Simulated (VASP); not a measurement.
Wanted: the native input for a VASP 6.6.1 run.

```
Task                   : single point
Functional             : PBE
Potentials or basis    : VASP PAW PBE potentials, release 64 (W_sv, Si)
Cutoff                 : 520 eV
k mesh                 : 10 × 10 × 10
Occupations            : fermi-dirac, width 0.05 eV
Spin                   : no spin polarisation
Dipole correction      : no
Further INCAR settings : ALGO = Normal; EDIFF = 1e-06; NBANDS = 16
```

The structure of SiW (rocksalt type) lies in POSCAR:

```
SiW
1.0
    0.0000000000      2.5128451315      2.5128451315
    2.5128451315      0.0000000000      2.5128451315
    2.5128451315      2.5128451315      0.0000000000
W Si
1 1
Direct
    0.0000000000      0.0000000000      0.0000000000
    0.5000000000      0.5000000000      0.5000000000
```

One way to write it, as run:

INCAR

```
PREC = Accurate
ENCUT = 520
EDIFF = 1E-6
ISMEAR = -1
SIGMA = 0.05
LREAL = False
LASPH = True
NELM = 80
ALGO = Normal
ISIF = 2
LWAVE = False
LCHARG = False
GGA = PE
NBANDS = 16
```

KPOINTS

```
Automatic mesh
0
Gamma
  10 10 10
```

Potentials or basis: VASP PAW PBE potentials, release 64 (W_sv, Si).

Command:

```bash
$ cat potpaw_PBE.64/W_sv/POTCAR potpaw_PBE.64/Si/POTCAR > POTCAR
$ mpirun -np 1 vasp_std > vasp.out
```

It gave:

| Property | Result |
| --- | --- |
| Pressure | 0.0 GPa |
| Band gap on the k mesh | zero (bands 9 and 10 overlap by 2.35 eV) |

Caveat: spin-orbit coupling is left out, which moves the levels of the heavy elements.

Wall time 22 s on 1 thread of Intel Xeon 8259CL, on a shared host, peak memory 0.17 GiB.
